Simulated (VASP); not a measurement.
Set up this calculation in VASP 6.6.1, as the native input.

```yaml
Task: single point
Functional: r2SCAN
Potentials_or_basis: VASP PAW PBE potentials, release 64 (Pb_d, S)
Cutoff: 520 eV
k_mesh: 9 × 9 × 9
Occupations: gaussian, width 0.05 eV
Spin: no spin polarisation
Dipole_correction: no
Further_INCAR_settings: ALGO = Normal; EDIFF = 1e-07; NBANDS = 17
```

Crystal: PbS.

```xyz
2
Lattice="2.1612 1.2478 3.0368 -2.1612 1.2478 3.0368 0.0000 -2.4956 3.0368" Properties=species:S:1:pos:R:3 pbc="T T T"
Pb    0.0000    0.0000    8.9112
S     0.0000    0.0000    4.3497
```

These files were run (other wordings do the same):

POSCAR

```
PbS
1.0
    2.1612500000      1.2477982693      3.0367666667
   -2.1612500000      1.2477982693      3.0367666667
    0.0000000000     -2.4955965386      3.0367666667
Pb S
1 1
Direct
    0.9781509158      0.9781509158      0.9781509158
    0.4774504142      0.4774504142      0.4774504142
```

INCAR.step1

```
PREC = Accurate
ENCUT = 520
ISMEAR = 0
SIGMA = 0.05
LREAL = F
LASPH = T
NELM = 60
NBANDS = 17
GGA = PE
ALGO = Normal
EDIFF = 1E-4
LWAVE = T
LCHARG = F
```

INCAR.step2

```
PREC = Accurate
ENCUT = 520
EDIFF = 1E-7
ISMEAR = 0
SIGMA = 0.05
LREAL = F
LASPH = T
NELM = 60
ALGO = Normal
ISIF = 2
LWAVE = F
LCHARG = F
METAGGA = R2SCAN
LMIXTAU = T
NBANDS = 17
ISTART = 1
```

KPOINTS

```
regular mesh
0
Gamma
  9 9 9
```

Potentials or basis: VASP PAW PBE potentials, release 64 (Pb_d, S).

Run with:

```sh
$ cat potpaw_PBE.64/Pb_d/POTCAR potpaw_PBE.64/S/POTCAR > POTCAR
$ cp INCAR.step1 INCAR
$ mpirun -np 1 vasp_std > vasp.out
$ cp INCAR.step2 INCAR
$ mpirun -np 1 vasp_std > vasp.out
```

Results of the run:

* Pressure: 4.8 GPa
* Largest force: 0.010 eV/Å

Caveat: the cell stands under pressure; the PAW data sets were made with another functional, which shifts forces and pressure a little.

It took 2.3 min on 1 thread of Intel(R) Xeon(R) 6975P-C (Granite Rapids) (shared host), peak memory 0.21 GiB.
